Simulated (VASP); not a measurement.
# HfO2 (Fm-3m) in VASP: notebook, part 2 of 2

VASP 6.6.1.

## 3. Vibrations by perturbation theory, PBEsol

This run uses another cell than the first one, of 10.73 Å³/atom, 1.059 times its volume.

INCAR reads:

```
SYSTEM = HfO2
ALGO = Normal ; EDIFF = 1E-8
ENCUT = 600 ; GGA = PS
GGA_COMPAT = .False. ; IBRION = 8
ISIF = 2 ; ISMEAR = 0
LASPH = .True. ; LCHARG = .False.
LEPSILON = .True. ; LREAL = .False.
LWAVE = .False. ; NBANDS = 18
NELM = 120 ; NSW = 1
PREC = Accurate ; SIGMA = 0.01
```

KPOINTS reads:

```
k-points
0
Gamma
  8 8 8
  0 0 0
```

POSCAR reads:

```
HfO2
1.0
    0.0000000000      2.5250927329      2.5250927329
    2.5250927329      0.0000000000      2.5250927329
    2.5250927329      2.5250927329      0.0000000000
Hf O
1 2
Direct
    0.0000000000      0.0000000000      0.0000000000
    0.2500000000      0.2500000000      0.2500000000
    0.7500000000      0.7500000000      0.7500000000
```

Potentials or basis: VASP PAW PBE potentials, release 64 (Hf_pv, O).

Command:

```bash
cat potpaw_PBE.64/Hf_pv/POTCAR potpaw_PBE.64/O/POTCAR > POTCAR
mpirun -np 1 vasp_std > vasp.out
```

OUTCAR:

```text
SYSTEM = HfO2
   EDIFF = 1E-8
   ENCUT = 600
   GGA = PS
   IBRION = 8
   ISIF = 2
   ISMEAR = 0
   LASPH = .True.
   LEPSILON = .True.
   LREAL = .False.
   NELM = 120
   NSW = 1
   PREC = Accurate

 ion  position               nearest neighbor table
   1  0.000  0.000  0.000-   3 2.19   3 2.19   3 2.19   2 2.19   3 2.19   2 2.19   2 2.19   2 2.19

   2  0.250  0.250  0.250-   1 2.19   1 2.19   1 2.19   1 2.19
   3  0.750  0.750  0.750-   1 2.19   1 2.19   1 2.19   1 2.19

  LATTYP: Found a face centered cubic cell.
 ALAT       =     5.0501854658

  Lattice vectors:

 A1 = (   0.0000000000,   2.5250927329,   2.5250927329)
 A2 = (   2.5250927329,   0.0000000000,   2.5250927329)
 A3 = (   2.5250927329,   2.5250927329,   0.0000000000)

Analysis of symmetry for initial positions (statically):
=====================================================================
 Subroutine PRICEL returns:
 Original cell was already a primitive cell.

 Routine SETGRP: Setting up the symmetry group for a
 face centered cubic supercell.

 Subroutine GETGRP returns: Found 48 space group operations
 (whereof 48 operations were pure point group operations)
 out of a pool of 48 trial point group operations.

The static configuration has the point symmetry O_h .

Analysis of symmetry for dynamics (positions and initial velocities):
=====================================================================
 Subroutine PRICEL returns:
[... 780 lines left out ...]
 ion    1
    1     5.52180     0.00000     0.00000
    2     0.00000     5.52180     0.00000
    3     0.00000     0.00000     5.52180
 ion    2
    1    -2.76090     0.00000     0.00000
    2     0.00000    -2.76090     0.00000
    3     0.00000     0.00000    -2.76090
 ion    3
    1    -2.76090     0.00000     0.00000
    2     0.00000    -2.76090     0.00000
    3     0.00000     0.00000    -2.76090

 INTERNAL STRAIN TENSOR FOR ION    3 for displacements in x,y,z  (eV/Angst):
          X           Y           Z          XY          YZ          ZX
  --------------------------------------------------------------------------------
  x     0.00000    -0.00000    -0.00000     0.00000     7.06683     0.00000
  y     0.00000    -0.00000     0.00000     0.00000     0.00000     7.06683
  z     0.00000     0.00000     0.00000     7.06683     0.00000     0.00000

 SECOND DERIVATIVES (NOT SYMMETRIZED)
 ------------------------------------
               1X          1Y          1Z          2X          2Y          2Z          3X          3Y          3Z
  1X    -5.199249    0.000000    0.000000    2.599624    0.000000    0.000000    2.599624    0.000000    0.000000
  1Y     0.000000   -5.199249    0.000000    0.000000    2.599624    0.000000    0.000000    2.599624    0.000000
  1Z     0.000000    0.000000   -5.199249    0.000000    0.000000    2.599624    0.000000    0.000000    2.599624
  2X     2.601145    0.000000    0.000000  -10.994356    0.000000    0.000000    8.393211    0.000000    0.000000
  2Y     0.000000    2.601145    0.000000    0.000000  -10.994356    0.000000    0.000000    8.393211    0.000000
  2Z     0.000000    0.000000    2.601145    0.000000    0.000000  -10.994356    0.000000    0.000000    8.393211
  3X     2.601145    0.000000    0.000000    8.393211    0.000000    0.000000  -10.994356    0.000000    0.000000
  3Y     0.000000    2.601145    0.000000    0.000000    8.393211    0.000000    0.000000  -10.994356    0.000000
  3Z     0.000000    0.000000    2.601145    0.000000    0.000000    8.393211    0.000000    0.000000  -10.994356

 Eigenvectors and eigenvalues of the dynamical matrix
 ----------------------------------------------------

   1 f  =   17.208871 THz   108.126527 2PiTHz  574.026155 cm-1    71.170141 meV
             X         Y         Z           dx          dy          dz
      0.000000  0.000000  0.000000     0.000000    0.000000   -0.000000
      1.262546  1.262546  1.262546    -0.695192   -0.129259   -0.000000
      3.787639  3.787639  3.787639     0.695192    0.129259    0.000000
[... 43 lines left out ...]
   9 f/i=    0.000718 THz     0.004513 2PiTHz    0.023956 cm-1     0.002970 meV
             X         Y         Z           dx          dy          dz
      0.000000  0.000000  0.000000    -0.395607   -0.831586    0.003082
      1.262546  1.262546  1.262546    -0.118410   -0.248905    0.000922
      3.787639  3.787639  3.787639    -0.118410   -0.248905    0.000922

--------------------------------------------------------------------------------------------------------

 MACROSCOPIC STATIC DIELECTRIC TENSOR IONIC CONTRIBUTION
 ------------------------------------------------------
          32.948854    -0.000000    -0.000000
          -0.000000    32.948854     0.000000
          -0.000000     0.000000    32.948854
 ------------------------------------------------------

 ELASTIC MODULI CONTR FROM IONIC RELAXATION (kBar)
 Direction    XX          YY          ZZ          XY          YZ          ZX
 --------------------------------------------------------------------------------
 XX          -0.0000      0.0000      0.0000      0.0000     -0.0000     -0.0000
 YY           0.0000     -0.0000     -0.0000     -0.0000      0.0000      0.0000
 ZZ           0.0000     -0.0000     -0.0000      0.0000      0.0000     -0.0000
 XY           0.0000     -0.0000      0.0000   -256.3331      0.0000      0.0000
 YZ          -0.0000      0.0000      0.0000      0.0000   -256.3331     -0.0000
 ZX          -0.0000      0.0000     -0.0000      0.0000     -0.0000   -256.3331
 --------------------------------------------------------------------------------

 PIEZOELECTRIC TENSOR IONIC CONTR  for field in x, y, z        (C/m^2)
          XX          YY          ZZ          XY          YZ          ZX
  --------------------------------------------------------------------------------
  x    -0.00000     0.00000    -0.00000    -0.00000     0.00000    -0.00000
  y     0.00000    -0.00000    -0.00000     0.00000     0.00000    -0.00000
  z     0.00000    -0.00000    -0.00000    -0.00000     0.00000    -0.00000
```

OSZICAR:

```text
N       E                     dE             d eps       ncg     rms          rms(c)
DAV:   1     0.102492006817E+03    0.10249E+03   -0.13797E+04  1044   0.136E+03
DAV:   2    -0.323299692190E+02   -0.13482E+03   -0.13140E+03  1336   0.310E+02
DAV:   3    -0.368446093056E+02   -0.45146E+01   -0.44987E+01  1254   0.497E+01
DAV:   4    -0.368697567053E+02   -0.25147E-01   -0.25140E-01  1274   0.411E+00
[... 169 lines left out ...]
RMM:   8    -0.366135798400E+00   -0.24168E-05   -0.65398E-09  5848   0.612E-04    0.478E-04
RMM:   9    -0.366136567843E+00   -0.76944E-06   -0.34003E-09  6331   0.183E-04    0.800E-05
RMM:  10    -0.366136207132E+00    0.36071E-06   -0.19606E-09  6523   0.555E-05    0.142E-05
RMM:  11    -0.366136221859E+00   -0.14727E-07    0.20329E-09  6532   0.296E-05    0.337E-06
RMM:  12    -0.366136219876E+00    0.19831E-08    0.65206E-09  6526   0.253E-05    0.162E-06
 Linear response finished
```

stdout:

```text
POSCAR found type information on POSCAR HfO
 POSCAR found :  2 types and       3 ions
 scaLAPACK will be used
 -----------------------------------------------------------------------------
|                                                                             |
|                                                                             |
[... 39 lines left out ...]
 first order change of Fermi-energy   0.17248E-02
 force on displaced ion       1 direction 1 :  -5.199   0.000   0.000
 Born effective charge ion    1 direction 1 :   5.522   0.000   0.000
 Linear response progress:
 first order change of Fermi-energy  -0.20510E-04
 force on displaced ion       2 direction 1 : -10.994   0.000   0.000
 Born effective charge ion    2 direction 1 :  -2.761   0.000   0.000
 Born effective charges drift removed
 Linear response finished
```

Wall time 4.7 min (1 thread of Intel Xeon 6975P-C (Granite Rapids), shared host); peak memory 0.38 GiB.

What came out:

```
Electronic dielectric tensor (diagonal)                 : 5.32
Born charges (mean of the diagonal)                     : Hf +5.52; O -2.76 e
Highest phonon frequency at Γ, LO-TO splitting left out : 574 cm⁻¹
```

Phonon frequencies in cm⁻¹ (negative: imaginary):
| q point | frequencies |
| --- | --- |
| (0.000, 0.000, 0.000) | 0 0 0 228 228 228 574 574 574 |

Electronic dielectric tensor:
```
5.32 0.00 0.00
0.00 5.32 0.00
0.00 0.00 5.32
```

Born effective charge tensors (e):
atom 1, Hf
```
5.52 0.00 0.00
0.00 5.52 0.00
0.00 0.00 5.52
```
atom 2, O
```
-2.76  0.00  0.00
 0.00 -2.76  0.00
 0.00  0.00 -2.76
```
atom 3, O
```
-2.76  0.00  0.00
 0.00 -2.76  0.00
 0.00  0.00 -2.76
```

Caveat: the cell wasn't relaxed at this level first, which shifts response properties; the PAW data sets were made with another functional, which shifts forces and pressure a little; spin-orbit coupling is left out, which moves the levels of the heavy elements.
